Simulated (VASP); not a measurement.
Set up this calculation in VASP 6.6.1, as the native input.

```yaml
Task: single point
Functional: PBEsol
Potentials_or_basis: VASP PAW PBE potentials, release 64 (Y_sv, Mg)
Cutoff: 520 eV
k_mesh: 6 × 6 × 2, shifted
Occupations: methfessel-paxton, width 0.3 eV
Spin: no spin polarisation
Dipole_correction: no
Further_INCAR_settings: ALGO = Normal; EDIFF = 1e-06; NBANDS = 16; ISYM = 0
```

The structure of YMg3 lies in POSCAR:

```
YMg3
1.0
    3.3079850000      0.0000000000      0.0000000000
   -1.6539930000      2.8647990000      0.0000000000
    0.0000000000      0.0000000000     10.9322850000
Y Mg
1 3
Direct
    0.6666666667      0.3333333333      0.5000000000
    0.6666666667      0.3333333333      0.0000000000
    0.3333333333      0.6666666667      0.2421180000
    0.3333333333      0.6666666667      0.7578820000
```

One way to write it, as run:

INCAR

```
SYSTEM = YMg3
ALGO = Normal
EDIFF = 1E-6
ENCUT = 520
GGA = PS
ISIF = 2
ISMEAR = 1
ISYM = 0
LASPH = .True.
LCHARG = .False.
LREAL = .False.
LWAVE = .False.
NBANDS = 16
NELM = 60
PREC = Accurate
SIGMA = 0.3
```

KPOINTS

```
Automatic mesh
0
Gamma
  6 6 2
  0.5 0.5 0.5
```

Potentials or basis: VASP PAW PBE potentials, release 64 (Y_sv, Mg).

Launch:

```bash
$ cat potpaw_PBE.64/Y_sv/POTCAR potpaw_PBE.64/Mg/POTCAR > POTCAR
$ mpirun -np 1 vasp_std > vasp.out
```

Results of the run:

```
Pressure      : -1.2 GPa
Largest force : 0.110 eV/Å
```

Caveat: the k points lie up to 0.37 Å⁻¹ apart; the PAW data sets were made with another functional, which shifts forces and pressure a little.

Run time: 95 s on 1 thread of Intel(R) Xeon(R) 6975P-C (Granite Rapids) (shared host), peak memory 0.4 GiB.
